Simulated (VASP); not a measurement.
Write the native input for VASP 6.6.1 that does the following.

```yaml
Task: single point
Functional: PBE
Potentials_or_basis: VASP PAW PBE potentials, release 64 (Mg, O)
Cutoff: 520 eV
k_mesh: 10 × 10 × 10
Occupations: fermi-dirac, width 0.02 eV
Spin: no spin polarisation
Dipole_correction: no
Further_INCAR_settings: ALGO = Normal; EDIFF = 1e-06; NBANDS = 11
```

The structure of MgO lies in POSCAR:

```
MgO
1.0
    0.0000000000      2.1267050338      2.1267050338
    2.1267050338      0.0000000000      2.1267050338
    2.1267050338      2.1267050338      0.0000000000
Mg O
1 1
Direct
    0.0000000000      0.0000000000      0.0000000000
    0.5000000000      0.5000000000      0.5000000000
```

These files were run (other wordings do the same):

INCAR

```
SYSTEM = MgO
PREC     = Accurate       ! precision mode
ENCUT    = 520            ! plane-wave cutoff, eV
EDIFF    = 1E-6           ! SCF threshold, eV
ISMEAR   = -1             ! smearing method
SIGMA    = 0.02           ! smearing width, eV
LREAL    = .FALSE.        ! projectors in reciprocal space
LASPH    = .TRUE.         ! aspherical terms in the spheres
NELM     = 80             ! most SCF steps
ALGO     = Normal         ! electronic algorithm
ISIF     = 2              ! what is computed and relaxed
LWAVE    = .FALSE.        ! write WAVECAR
LCHARG   = .FALSE.        ! write CHGCAR
GGA      = PE             ! functional
NBANDS   = 11             ! bands
```

KPOINTS

```
Automatic mesh
0
G
  10 10 10
  0 0 0
```

Potentials or basis: VASP PAW PBE potentials, release 64 (Mg, O).

Run with:

```sh
$ cat potpaw_PBE.64/Mg/POTCAR potpaw_PBE.64/O/POTCAR > POTCAR
$ mpirun -np 1 vasp_std > vasp.out
```

It gave:

- Pressure: -0.7 GPa
- Band gap on the k mesh: 4.45 eV

Run time: 6.5 s on 1 thread of Intel(R) Xeon(R) Platinum 8488C (Sapphire Rapids), with other jobs on the host, peak memory 0.14 GiB.
